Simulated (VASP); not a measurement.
Input of a VASP 6.6.1 run:

The input POSCAR:

```
NiO
1.0
    0.0000000000      2.0859016414      2.0859016414
    2.0859016414      0.0000000000      2.0859016414
    2.0859016414      2.0859016414      0.0000000000
Ni O
1 1
Direct
    0.0000000000      0.0000000000      0.0000000000
    0.5000000000      0.5000000000      0.5000000000
```

INCAR.step1

```
PREC = Accurate
ENCUT = 770
ISMEAR = -1
SIGMA = 0.05
LREAL = F
LASPH = T
NELM = 200
ISPIN = 2
MAGMOM = 1 0
LMAXMIX = 4
LDAU = T
LDAUTYPE = 2
LDAUL = 2 -1
LDAUU = 6 0
LDAUJ = 0 0
NBANDS = 23
GGA = PE
ALGO = Normal
EDIFF = 1E-5
LWAVE = T
LCHARG = F
GGA_COMPAT = F
```

Contents of INCAR.step2:

```
PREC = Accurate
ENCUT = 770
EDIFF = 1E-6
ISMEAR = -1
SIGMA = 0.05
LREAL = F
LASPH = T
NELM = 200
ALGO = Normal
ISIF = 2
LWAVE = F
LCHARG = T
ISPIN = 2
MAGMOM = 1 0
LORBIT = 11
LMAXMIX = 4
LDAU = T
LDAUTYPE = 2
LDAUL = 2 -1
LDAUU = 6 0
LDAUJ = 0 0
LDAUPRINT = 1
METAGGA = R2SCAN
LMIXTAU = T
LELF = T
LVHAR = T
NBANDS = 23
ISTART = 1
GGA_COMPAT = F
```

KPOINTS

```
Automatic mesh
0
Gamma
  11 11 11
```

Potentials or basis: VASP PAW PBE potentials, release 64 (Ni_sv_GW, O).

Run with:

```console
$ cat potpaw_PBE.64/Ni_sv_GW/POTCAR potpaw_PBE.64/O/POTCAR > POTCAR
$ cp INCAR.step1 INCAR
$ mpirun -np 1 vasp_std > vasp.out
$ cp INCAR.step2 INCAR
$ mpirun -np 1 vasp_std > vasp.out
```

(1) What does it give for the band gap on the k mesh?

(2) Predict the net moment.

(3) What does it give for the pressure?

## Answers

(1) 3.07 eV (least direct gap 4.39 eV).

(2) 2.00 μB per cell.

(3) 5.7 GPa.

Caveat: the cell stands under pressure; the PAW data sets were made with another functional, which shifts forces and pressure a little; an odd mesh through Γ misses points on the zone boundary, where band edges can lie; a cell with one magnetic atom can't hold antiferromagnetic order, which such compounds often take.
